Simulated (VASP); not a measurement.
# ZrC (Fm-3m) in VASP: further runs

ZrC is run at these levels: r2SCAN; tasks: single point.

Everything below comes from runs of VASP 6.6.1. Logs are shortened: lines on timing, memory, paths and dates and some standing lists are left out, and cuts for length are marked.

## Step 1: The cell of the first run

Symmetry: Fm-3m, No. 225, cubic system. The conventional cell has a = 4.712 Å, b = 4.712 Å, c = 4.712 Å, α = 90.00°, β = 90.00°, γ = 90.00°. Zr (site symmetry m-3m) has 6 C at 2.36 Å within 3.1 Å. C (site symmetry m-3m) has 6 Zr at 2.36 Å within 3.1 Å.

## Step 2: Single point, r2SCAN

Input file POSCAR:

```
ZrC
1.0
    0.0000000000      2.3561044200      2.3561044200
    2.3561044200      0.0000000000      2.3561044200
    2.3561044200      2.3561044200      0.0000000000
Zr C
1 1
Direct
    0.5000000000      0.5000000000      0.5000000000
    0.0000000000      0.0000000000      0.0000000000
```

Input file INCAR.step1:

```
PREC = Accurate ; ENCUT = 520
ISMEAR = -1 ; SIGMA = 0.1
LREAL = F ; LASPH = T
NELM = 60 ; NBANDS = 15
GGA = PE ; ALGO = Normal
EDIFF = 1E-4 ; LWAVE = T
LCHARG = F
```

Input file INCAR.step2:

```
PREC = Accurate ; ENCUT = 520
EDIFF = 1E-6 ; ISMEAR = -1
SIGMA = 0.1 ; LREAL = F
LASPH = T ; NELM = 60
ALGO = Normal ; ISIF = 2
LWAVE = F ; LCHARG = T
METAGGA = R2SCAN ; LMIXTAU = T
LELF = T ; LVHAR = T
NBANDS = 15 ; ISTART = 1
```

Input file KPOINTS:

```
Automatic mesh
0
Gamma
  12 12 12
```

Potentials or basis: VASP PAW PBE potentials, release 64 (Zr_sv, C).

Started as:

```sh
$ cat potpaw_PBE.64/Zr_sv/POTCAR potpaw_PBE.64/C/POTCAR > POTCAR
$ cp INCAR.step1 INCAR
$ mpirun -np 1 vasp_std > vasp.out
$ cp INCAR.step2 INCAR
$ mpirun -np 1 vasp_std > vasp.out
```

OUTCAR:

```text
PREC = Accurate
   ENCUT = 520
   EDIFF = 1E-6
   ISMEAR = -1
   LREAL = F
   LASPH = T
   NELM = 60
   ISIF = 2
   METAGGA = R2SCAN
   ISTART = 1

 ion  position               nearest neighbor table
   1  0.500  0.500  0.500-   2 2.36   2 2.36   2 2.36   2 2.36   2 2.36   2 2.36
   2  0.000  0.000  0.000-   1 2.36   1 2.36   1 2.36   1 2.36   1 2.36   1 2.36

  LATTYP: Found a face centered cubic cell.
 ALAT       =     4.7122088400

  Lattice vectors:

 A1 = (   0.0000000000,   2.3561044200,   2.3561044200)
 A2 = (   2.3561044200,   0.0000000000,   2.3561044200)
 A3 = (   2.3561044200,   2.3561044200,   0.0000000000)

Analysis of symmetry for initial positions (statically):
=====================================================================
 Subroutine PRICEL returns:
 Original cell was already a primitive cell.

 Routine SETGRP: Setting up the symmetry group for a
 face centered cubic supercell.

 Subroutine GETGRP returns: Found 48 space group operations
 (whereof 48 operations were pure point group operations)
 out of a pool of 48 trial point group operations.

The static configuration has the point symmetry O_h .

Analysis of symmetry for dynamics (positions and initial velocities):
=====================================================================
 Subroutine PRICEL returns:
 Original cell was already a primitive cell.

 Routine SETGRP: Setting up the symmetry group for a
 face centered cubic supercell.

 Subroutine GETGRP returns: Found 48 space group operations
 (whereof 48 operations were pure point group operations)
 out of a pool of 48 trial point group operations.

The dynamic configuration has the point symmetry O_h .

 Subroutine INISYM returns: Found 48 space group operations
 (whereof 48 operations are pure point group operations),
 and found     1 'primitive' translations

----------------------------------------------------------------------------------------

                                     Primitive cell

  volume of cell :      26.1585

  direct lattice vectors                    reciprocal lattice vectors
     0.000000000  2.356104420  2.356104420    -0.212214703  0.212214703  0.212214703
     2.356104420  0.000000000  2.356104420     0.212214703 -0.212214703  0.212214703
     2.356104420  2.356104420  0.000000000     0.212214703  0.212214703 -0.212214703

  length of vectors
     3.332034825  3.332034825  3.332034825     0.367566648  0.367566648  0.367566648

  position of ions in fractional coordinates (direct lattice)
     0.500000000  0.500000000  0.500000000
     0.000000000  0.000000000  0.000000000

  ion indices of the primitive-cell ions
   primitive index   ion index
                 1           1
                 2           2

----------------------------------------------------------------------------------------

 KPOINTS: Automatic mesh

Automatic generation of k-mesh.
 Grid dimensions read from file:
 generate k-points for:   12   12   12

 Generating k-lattice:

  Cartesian coordinates                     Fractional coordinates (reciprocal lattice)
    -0.017684559  0.017684559  0.017684559     0.083333333  0.000000000  0.000000000
     0.017684559 -0.017684559  0.017684559     0.000000000  0.083333333  0.000000000
     0.017684559  0.017684559 -0.017684559     0.000000000  0.000000000  0.083333333

  Length of vectors
     0.030630554  0.030630554  0.030630554

  Shift w.r.t. Gamma in fractional coordinates (k-lattice)
     0.000000000  0.000000000  0.000000000

 Subroutine IBZKPT returns following result:
 ===========================================

 Found     72 irreducible k-points:

 Following reciprocal coordinates:
            Coordinates               Weight
  0.000000  0.000000  0.000000      1.000000
  0.083333  0.000000  0.000000      8.000000
  0.166667  0.000000  0.000000      8.000000
  0.250000  0.000000  0.000000      8.000000
  0.333333  0.000000  0.000000      8.000000
  0.416667  0.000000  0.000000      8.000000
[... 16 lines left out ...]
  0.500000  0.166667  0.000000     24.000000
 -0.416667  0.166667  0.000000     24.000000
 [... further k-points ...]
   k-points           NKPTS =     72   k-points in BZ     NKDIM =     72   number of bands    NBANDS=     15
   number of dos      NEDOS =    301   number of ions     NIONS =      2
   total plane-waves  NPLWV =  21952
   dimension x,y,z NGX =    28 NGY =   28 NGZ =   28
   dimension x,y,z NGXF=    56 NGYF=   56 NGZF=   56
   ions per type =               1   1
   NGX,Y,Z   is equivalent  to a cutoff of  13.97, 13.97, 13.97 a.u.
   NGXF,Y,Z  is equivalent  to a cutoff of  27.94, 27.94, 27.94 a.u.
 SYSTEM =  unknown system
   PREC   = accura    normal or accurate (medium, high low for compatibility)
   ISTART =      1    job   : 0-new  1-cont  2-samecut
   ICHARG =      0    charge: 1-file 2-atom 10-const
   ISPIN  =      1    spin polarized calculation?
   LNONCOLLINEAR =      F non collinear calculations
   LSORBIT =      F    spin-orbit coupling
   LASPH  =      T    aspherical Exc in radial PAW
   ENCUT  =  520.0 eV  38.22 Ry    6.18 a.u.   6.20  6.20  6.20*2*pi/ulx,y,z
   NELM   =     60;   NELMIN=  2; NELMDL=  0     # of ELM steps
   EDIFF  = 0.1E-05   stopping-criterion for ELM
   LREAL  =      F    real-space projection
   EDIFFG = 0.1E-04   stopping-criterion for IOM
   NSW    =      0    number of steps for IOM
   IBRION =     -1    ionic relax: 0-MD 1-quasi-New 2-CG
   NFREE  =      0    steps in history (QN), initial steepest desc. (CG)
   ISIF   =      2    stress and relaxation
   ISYM   =      2    0-nonsym 1-usesym 2-fastsym
   POTIM  = 0.5000    time-step for ionic-motion
   TEBEG  =    0.0;   TEEND  =   0.0 temperature during run
   PSTRESS=    0.0 pullay stress
   NELECT =      16.0000    total number of electrons
   NUPDOWN=      -1.0000    fix difference up-down
   EMIN   =  10.00;   EMAX   =-10.00  energy-range for DOS
   EFERMI =   0.00;   METHOD = LEGACY
   ISMEAR =    -1;   SIGMA  =   0.10  broadening in eV -4-tet -1-fermi 0-gaus
   EFERMI_NEDOS =   21; number of points for ismear=-14 and -15
   IALGO  =     38    algorithm
   IMIX   =      4    mixing-type and parameters
     AMIX     =   0.40;   BMIX     =  1.00
     AMIX_MAG =   1.60;   BMIX_MAG =  1.00
  volume/ion in A,a.u.               =      13.08        88.26
  Fermi-wavevector in a.u.,A,eV,Ry     =   1.389666  2.626087 26.275168  1.931170
  Thomas-Fermi vector in A             =   2.513675
   LORBIT       =      0    0 simple, 1 ext, 2 COOP (PROOUT), +10 PAW based schemes
   METAGGA = R2SCAN    functional components
   LHFCALC =     F    Hartree Fock is set to
   AEXX    =    0.0000 exact exchange contribution
   IVDW    =     0    specifies the selected vdW correction
   LEPSILON=     F    determine dielectric tensor
   LRPA    =     F    only Hartree local field effects (RPA)
 non-spin polarized calculation
  energy-cutoff  :      520.00
  volume of cell :       26.16
 maximum number of plane-waves:       725
 NGX is ok and might be reduce to    28
   NGX = 13   NGY = 13   NGZ = 13

 number of electron      16.0000000 magnetization

 Free energy of the ion-electron system (eV)
  ---------------------------------------------------
  ext. energy  EPLUGINS =         0.00000000
  ---------------------------------------------------
  free energy    TOTEN  =       -34.72856688 eV

  energy without entropy =      -34.71949010  energy(sigma->0) =      -34.72402849

 E-fermi :   9.5886     XC(G=0): -12.9022

 val. band max:        9.5578677283   @ k =   0.5000   0.5000   0.0000
 cond. band min:       9.6841717479   @ k =   0.0833   0.0000   0.0000
 fundamental gap:      0.1263040195
 Fermi energy:         9.5886400991

 k-point     1 :       0.0000    0.0000    0.0000
  band No.  band energies     occupation
      1     -40.2924      2.00000
      2     -17.2991      2.00000
      3     -17.2991      2.00000
      4     -17.2991      2.00000
      5      -2.4505      2.00000
      6      10.4822      0.00026
      7      10.4822      0.00026
      8      10.4822      0.00026
      9      10.8731      0.00001
     10      10.8731      0.00001
     11      10.8731      0.00001
     12      12.5049      0.00000
     13      12.5049      0.00000
     14      17.4197      0.00000
     15      20.6787      0.00000

 k-point     2 :       0.0833    0.0000    0.0000
  band No.  band energies     occupation
      1     -40.2855      2.00000
      2     -17.3614      2.00000
      3     -17.3042      2.00000
      4     -17.3042      2.00000
      5      -2.2906      2.00000
      6       9.4727      1.52235
      7       9.6842      0.55563
      8       9.6842      0.55563
      9      11.1546      0.00000
     10      11.1546      0.00000
     11      11.5214      0.00000
     12      13.3600      0.00000
     13      13.3600      0.00000
     14      17.7732      0.00000
     15      21.1108      0.00000

 k-point     3 :       0.1667    0.0000    0.0000
  band No.  band energies     occupation
      1     -40.2668      2.00000
      2     -17.5278      2.00000
      3     -17.3181      2.00000
      4     -17.3181      2.00000
      5      -1.8395      2.00000
      6       8.1032      2.00000
      7       8.6120      1.99989
      8       8.6120      1.99989
      9      11.6419      0.00000
     10      11.6419      0.00000
     11      12.0564      0.00000
     12      14.9276      0.00000
     13      14.9276      0.00000
     14      18.5927      0.00000
     15      22.1957      0.00000
[... 343 lines left out ...]
 k-point    23 :       0.5000    0.1667    0.0000
  band No.  band energies     occupation
      1     -40.1807      2.00000
      2     -18.0632      2.00000
      3     -17.5005      2.00000
      4     -17.4271      2.00000
      5       0.0397      2.00000
      6       4.9419      2.00000
      7       6.7683      2.00000
      8       7.0381      2.00000
      9      12.5198      0.00000
     10      14.5611      0.00000
     11      15.1304      0.00000
     12      17.9701      0.00000
     13      18.4358      0.00000
     14      20.2334      0.00000
     15      23.8064      0.00000

 k-point    24 :      -0.4167    0.1667    0.0000
  band No.  band energies     occupation
      1     -40.1790      2.00000
      2     -18.0725      2.00000
      3     -17.5299      2.00000
      4     -17.4057      2.00000
      5       0.1770      2.00000
      6       4.7641      2.00000
      7       6.7704      2.00000
      8       6.8366      2.00000
      9      13.5093      0.00000
     10      14.0860      0.00000
     11      14.7129      0.00000
     12      17.9163      0.00000
     13      19.4017      0.00000
     14      19.6530      0.00000
     15      23.6052      0.00000

 [... further k-points ...]
[... 5 lines left out ...]
  --------------------------------------------------------------------------------------
  -------------------------------------------------------------------------------------
  Total        0.0226100      0.0226100      0.0226100     -0.0000000      0.0000000     -0.0000000
  in kB        1.3848322      1.3848322      1.3848322     -0.0000000      0.0000000     -0.0000000
  external PRESSURE =       1.3848322 kB  Pullay stress =       0.0000000 kB

 VOLUME and BASIS-vectors are now :
 -----------------------------------------------------------------------------
  energy-cutoff  :      520.00
  volume of cell :       26.16
      direct lattice vectors                 reciprocal lattice vectors
     0.000000000  2.356104420  2.356104420    -0.212214703  0.212214703  0.212214703
     2.356104420  0.000000000  2.356104420     0.212214703 -0.212214703  0.212214703
     2.356104420  2.356104420  0.000000000     0.212214703  0.212214703 -0.212214703

 POSITION                                       TOTAL-FORCE (eV/Angst)
 -----------------------------------------------------------------------------------
      2.35610      2.35610      2.35610         0.000000      0.000000     -0.000000
      0.00000      0.00000      0.00000        -0.000000     -0.000000      0.000000
 -----------------------------------------------------------------------------------
    total drift:                                0.000000      0.000000      0.000000

  FREE ENERGIE OF THE ION-ELECTRON SYSTEM (eV)
  ---------------------------------------------------
  free  energy   TOTEN  =       -34.7285668775 eV

  energy  without entropy=      -34.7194901027  energy(sigma->0) =      -34.72402849
```

Run time: 2.2 min. Hardware: 1 thread of Intel Xeon Platinum 8259CL at 2.50GHz (Skylake/Cascade Lake), shared host; peak memory 0.18 GiB.

Results:

```
Free energy            : -34.7286 eV
Pressure               : 0.1 GPa
Band gap on the k mesh : zero (band 8 reaches 10.48 eV, above the bottom of band 9 at 9.16 eV)
```

Levels at points of the mesh, in eV from the Fermi level:
```
           k point  band 5  band 6  band 7  band 8  band 9  band 10  band 11  band 12
(0.00, 0.00, 0.00)  -12.04    0.89    0.89    0.89    1.28     1.28     1.28     2.92
(0.50, 0.00, 0.00)   -8.97   -5.47   -3.11   -3.11    4.74     4.74     5.64     6.91
(0.50, 0.50, 0.00)  -10.90   -2.25   -1.64   -0.03   -0.03     4.55     5.90     5.90
```

Caveat: the PAW data sets were made with another functional, which shifts forces and pressure a little.

## Step 3: Single point, r2SCAN

This run uses another cell than the first one, of 13.34 Å³/atom, 1.020 times its volume.

Input file POSCAR:

```
ZrC
1.0
    0.0000000000      2.3717082100      2.3717082100
    2.3717082100      0.0000000000      2.3717082100
    2.3717082100      2.3717082100      0.0000000000
Zr C
1 1
Direct
    0.5000000000      0.5000000000      0.5000000000
    0.0000000000      0.0000000000      0.0000000000
```

Input file INCAR.step1:

```
PREC     = Accurate       # precision mode
ENCUT    = 520            # plane-wave cutoff, eV
ISMEAR   = -1             # smearing method
SIGMA    = 0.1            # smearing width, eV
LREAL    = False          # projectors in reciprocal space
LASPH    = True           # aspherical terms in the spheres
NELM     = 60             # most SCF steps
NBANDS   = 15             # bands
GGA      = PE             # functional
ALGO     = Normal         # electronic algorithm
EDIFF    = 1E-4           # SCF threshold, eV
LWAVE    = True           # write WAVECAR
LCHARG   = False          # write CHGCAR
```

Input file INCAR.step2:

```
PREC     = Accurate       # precision mode
ENCUT    = 520            # plane-wave cutoff, eV
EDIFF    = 1E-7           # SCF threshold, eV
ISMEAR   = -1             # smearing method
SIGMA    = 0.1            # smearing width, eV
LREAL    = False          # projectors in reciprocal space
LASPH    = True           # aspherical terms in the spheres
NELM     = 60             # most SCF steps
ALGO     = Normal         # electronic algorithm
ISIF     = 2              # what is computed and relaxed
LWAVE    = False          # write WAVECAR
LCHARG   = False          # write CHGCAR
METAGGA  = R2SCAN         # meta-GGA
LMIXTAU  = True         
NBANDS   = 15             # bands
ISTART   = 1
```

KPOINTS is that of step 2.

Potentials or basis: VASP PAW PBE potentials, release 64 (Zr_sv, C).

Started as:

```sh
$ cat potpaw_PBE.64/Zr_sv/POTCAR potpaw_PBE.64/C/POTCAR > POTCAR
$ cp INCAR.step1 INCAR
$ mpirun -np 1 vasp_std > vasp.out
$ cp INCAR.step2 INCAR
$ mpirun -np 1 vasp_std > vasp.out
```

Wall time 2.4 min (1 thread of Intel Xeon Platinum 8259CL at 2.50GHz (Skylake/Cascade Lake), shared host); peak memory 0.18 GiB.

It converged, with:

* Free energy: -34.7219 eV
* Pressure: -4.2 GPa
* Band gap on the k mesh: zero (band 8 reaches 10.25 eV, above the bottom of band 9 at 8.95 eV)

Levels at points of the mesh, in eV from the Fermi level:
```csv
k point,band 6,band 7,band 8,band 9,band 10,band 11
"(0.00, 0.00, 0.00)",0.89,0.89,0.89,1.28,1.28,1.28
"(0.50, 0.00, 0.00)",-5.39,-3.04,-3.04,4.64,4.64,5.51
"(0.50, 0.50, 0.00)",-2.28,-1.57,-0.05,-0.05,4.45,5.76
```

Caveat: the PAW data sets were made with another functional, which shifts forces and pressure a little.
